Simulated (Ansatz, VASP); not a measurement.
HfB in VASP and in Ansatz

INCAR

```
  ALGO = Normal
  EDIFF = 1E-6
  ENCUT = 520
  GGA = PE
  ISIF = 2
  ISMEAR = 0
  LASPH = T
  LCHARG = F
  LREAL = F
  LWAVE = F
  NBANDS = 14
  NELM = 80
  PREC = Accurate
  SIGMA = 0.1
```

Contents of KPOINTS:

```
k-points
0
Gamma
  6 6 6
```

The input POSCAR:

```
HfB
1.0
    0.0000000000      2.4174550554      2.4174550554
    2.4174550554      0.0000000000      2.4174550554
    2.4174550554      2.4174550554      0.0000000000
Hf B
1 1
Direct
    0.5000000000      0.5000000000      0.5000000000
    0.0000000000      0.0000000000      0.0000000000
```

Input for Ansatz:

```yaml
crystal:
  lattice:
    - [0.0, 2.4174550554, 2.4174550554]
    - [2.4174550554, 0.0, 2.4174550554]
    - [2.4174550554, 2.4174550554, 0.0]
  atoms:
    - { symbol: Hf, position: [0.5, 0.5, 0.5] }
    - { symbol: B, position: [0.0, 0.0, 0.0] }
basis:
  ecutwfc: 420
kpoints:
  mp_grid: { grid: [6, 6, 6] }
hamiltonian:
  xc: pbe
scf:
  occupations: { method: gaussian, width: 0.1 }
  lower_state_search: "off"
output:
  forces: true
  stress: true
  eigenvalues: true
```

Change from the starting cell: the structure that the rattled cell fell into.

Alike in both runs: task single point; functional PBE; k mesh 6 × 6 × 6; occupations gaussian, width 0.1 eV; no spin polarisation.

|  | VASP | Ansatz |
| --- | --- | --- |
| version | VASP 6.6.1 | Ansatz 0.2.0 |
| potentials or method | VASP PAW PBE potentials, release 64 (Hf_pv, B), cutoff 520 eV | scalar-relativistic, plane waves, PAW |
| valence electrons in the cell | 13 | 29 |

```tsv
	VASP	Ansatz	Ansatz less VASP
gap on the k mesh at the Fermi level (eV)	none	none	-
pressure (GPa)	0.1	0.0	-0.10
```

A gap of «none» marks a metal or a gap that the smearing closes. With one functional, cell and mesh, what is left measures potentials, basis and numerics. VASP's potentials hold 13 valence electrons a cell and Ansatz's 29, so a difference there can come from the potentials and not from the codes.

The k mesh is coarse, so the values compare programs but aren't converged. Neither program's run includes spin-orbit coupling.
